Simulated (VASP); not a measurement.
Wanted: the native input for a VASP 6.6.1 run.

```yaml
Task: single point
Functional: r2SCAN
Dispersion: rVV10
Potentials_or_basis: VASP PAW PBE potentials, release 64 (Pt_sv_GW)
Cutoff: 630 eV
k_mesh: 18 × 18 × 18
Occupations: gaussian, width 0.1 eV
Spin: no spin polarisation
Dipole_correction: no
Further_INCAR_settings: ALGO = Normal; EDIFF = 1e-06; NBANDS = 15
```

Pt:

```
Pt
1.0
     0.00000    1.96239    1.96239
     1.96239    0.00000    1.96239
     1.96239    1.96239    0.00000
Pt
1
Direct
  0.00000 0.00000 0.00000
```

One way to write it, as run:

POSCAR

```
Pt
1.0
    0.0000000000      1.9623920488      1.9623920488
    1.9623920488      0.0000000000      1.9623920488
    1.9623920488      1.9623920488      0.0000000000
Pt
1
Direct
    0.0000000000      0.0000000000      0.0000000000
```

INCAR.step1

```
ALGO = Normal
EDIFF = 1E-5
ENCUT = 630
GGA = PE
GGA_COMPAT = False
ISMEAR = 0
LASPH = True
LCHARG = False
LREAL = False
LWAVE = True
NBANDS = 15
NELM = 120
PREC = Accurate
SIGMA = 0.1
```

INCAR.step2

```
ALGO = Normal
BPARAM = 11.95
CPARAM = 0.0093
EDIFF = 1E-6
ENCUT = 630
GGA_COMPAT = False
ISIF = 2
ISMEAR = 0
ISTART = 1
IVDW_NL = 2
LASPH = True
LCHARG = False
LMIXTAU = True
LREAL = False
LUSE_VDW = True
LWAVE = False
METAGGA = R2SCAN
NBANDS = 15
NELM = 120
PREC = Accurate
SIGMA = 0.1
```

KPOINTS

```
k-points
0
Gamma
  18 18 18
```

Potentials or basis: VASP PAW PBE potentials, release 64 (Pt_sv_GW).

The run is started by

```sh
$ cat potpaw_PBE.64/Pt_sv_GW/POTCAR > POTCAR
$ cp INCAR.step1 INCAR
$ mpirun -np 1 vasp_std > vasp.out
$ cp INCAR.step2 INCAR
$ mpirun -np 1 vasp_std > vasp.out
```

It gave:

```json
{
 "Pressure": "0.0 GPa",
 "Band gap on the k mesh": "zero (bands 9 and 10 overlap by 2.37 eV)"
}
```

Caveat: the PAW data sets were made with another functional, which shifts forces and pressure a little; spin-orbit coupling is left out, which moves the levels of the heavy elements.

Wall time 7.3 min on 1 thread of AMD EPYC 7571 (shared host), peak memory 0.23 GiB.
